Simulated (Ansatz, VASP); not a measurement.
# Two plane-wave programs on PbSe

File INCAR:

```
SYSTEM = PbSe
PREC = Accurate ; ENCUT = 520
EDIFF = 1E-7 ; ISMEAR = -1
SIGMA = 0.02 ; LREAL = .False.
LASPH = .True. ; NELM = 80
ALGO = Normal ; ISIF = 2
LWAVE = .False. ; LCHARG = .True.
GGA = PE ; LELF = .True.
LVHAR = .True. ; NBANDS = 17
```

KPOINTS

```
Automatic mesh
0
Gamma
  8 8 8
  0 0 0
```

File POSCAR:

```
PbSe
1.0
    0.0000000000      3.1813632861      3.0694827967
    3.1813632861      0.0000000000      3.0694827967
    3.1813632861      3.1813632861      0.0000000000
Pb Se
1 1
Direct
    0.0000000000      0.0000000000      0.0000000000
    0.5000000000      0.5000000000      0.5000000000
```

Input for Ansatz:

```yaml
crystal:
  lattice:
    - [0.0, 3.1813632861, 3.0694827967]
    - [3.1813632861, 0.0, 3.0694827967]
    - [3.1813632861, 3.1813632861, 0.0]
  atoms:
    - { symbol: Pb, position: [0.0, 0.0, 0.0] }
    - { symbol: Se, position: [0.5, 0.5, 0.5] }
kpoints:
  mp_grid: { grid: [8, 8, 8] }
  band_path:
    path:
      - [0.0, 0.0, 0.0]
      - [0.5, 0.0, 0.5]
      - [0.625, 0.25, 0.625]
      - [0.375, 0.375, 0.75]
      - [0.5, 0.5, 0.5]
      - [0.5, 0.25, 0.75]
      - [0.0, 0.0, 0.5]
    npoints: 1
hamiltonian:
  xc: pbe
scf:
  occupations: { method: fermi_dirac, width: 0.02 }
  n_extra_bands: 4
output:
  forces: true
  stress: true
  eigenvalues: true
```

Change from the starting cell: epitaxial_xy strain +3.0%.

Alike in both runs: task single point; functional PBE; k mesh 8 × 8 × 8; occupations fermi-dirac, width 0.02 eV; no spin polarisation.

|  | VASP | Ansatz |
| --- | --- | --- |
| version | VASP 6.6.1 | Ansatz 0.2.0 |
| potentials or method | VASP PAW PBE potentials, release 64 (Pb_d, Se) | plane waves, PAW |
| plane-wave cutoff (eV) | 520 | 420 |
| valence electrons in the cell | 20 | 30 |

Ansatz gave:

* pressure (GPa): -1.3
* traceless stress, the component that is largest in VASP (GPa): 2.24

Task: What did VASP give for the same quantities?

Result: Pressure (GPa): -1.3; traceless stress, the component that is largest in VASP (GPa): 2.25.

With one functional, cell and mesh, what is left measures potentials, basis and numerics. VASP's potentials hold 20 valence electrons a cell and Ansatz's 30, so a difference there can come from the potentials and not from the codes.

Neither program's run includes spin-orbit coupling.
